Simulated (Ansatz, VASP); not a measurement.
# V: VASP beside Ansatz

INCAR

```
PREC     = Accurate       # precision mode
ENCUT    = 520            # plane-wave cutoff, eV
EDIFF    = 1E-6           # SCF threshold, eV
ISMEAR   = -1             # smearing method
SIGMA    = 0.05           # smearing width, eV
LREAL    = F              # projectors in reciprocal space
LASPH    = T              # aspherical terms in the spheres
NELM     = 150            # most SCF steps
ALGO     = Fast           # electronic algorithm
ISIF     = 2              # what is computed and relaxed
LWAVE    = F              # write WAVECAR
LCHARG   = T              # write CHGCAR
ISPIN    = 2              # spin polarisation
MAGMOM   = 2 2            # initial moments
LORBIT   = 11             # projections on sites
LMAXMIX  = 4              # l up to which the mixer works
GGA      = PS             # functional
LELF     = T              # ELF
LVHAR    = T            
NBANDS   = 24             # bands
```

The input KPOINTS:

```
regular mesh
0
Gamma
  12 12 6
```

Contents of POSCAR:

```
V
1.0
    2.5690966245      0.0000000000      0.0000000000
   -1.2845483122      2.2249029415      0.0000000000
    0.0000000000      0.0000000000      4.6594993097
V
2
Direct
    0.3333333333      0.6666666667      0.2500000000
    0.6666666667      0.3333333333      0.7500000000
```

Contents of input.yaml:

```yaml
crystal:
  lattice:
    - [2.5690966245, 0.0, 0.0]
    - [-1.2845483122, 2.2249029415, 0.0]
    - [0.0, 0.0, 4.6594993097]
  atoms:
    - { symbol: V, position: [0.3333333333, 0.6666666667, 0.25], spin: 2.0 }
    - { symbol: V, position: [0.6666666667, 0.3333333333, 0.75], spin: 2.0 }
hamiltonian:
  xc: pbesol
  pseudopotentials: { kind: paw }
magnetization:
  spin_polarized: true
kpoints:
  mp_grid: { grid: [12, 12, 6] }
scf:
  occupations: { method: fermi_dirac, width: 0.05 }
output:
  forces: true
  stress: true
  eigenvalues: true
```

Alike in both runs: task single point; functional PBEsol; k mesh 12 × 12 × 6; occupations fermi-dirac, width 0.05 eV; collinear spin.

```csv
,VASP,Ansatz
version,VASP 6.6.1,Ansatz 0.2.0
potentials or method,"VASP PAW PBE potentials, release 64 (V_sv)",Ansatz PAW
plane-wave cutoff (eV),520,420
valence electrons in the cell,26,26
```

```csv
,VASP,Ansatz,Ansatz less VASP
gap on the k mesh at the Fermi level (eV),none,none,-
pressure (GPa),0.1,-0.2,-0.22
"traceless stress, the component that is largest in VASP (GPa)",-0.15,-0.19,-0.033
net moment per atom (μB),0.00,0.00,0.000
```

VASP's potentials were made for PBE, not for PBEsol. A gap of «none» marks a metal or a gap that the smearing closes. With one functional, cell and mesh, what is left measures potentials, basis and numerics.
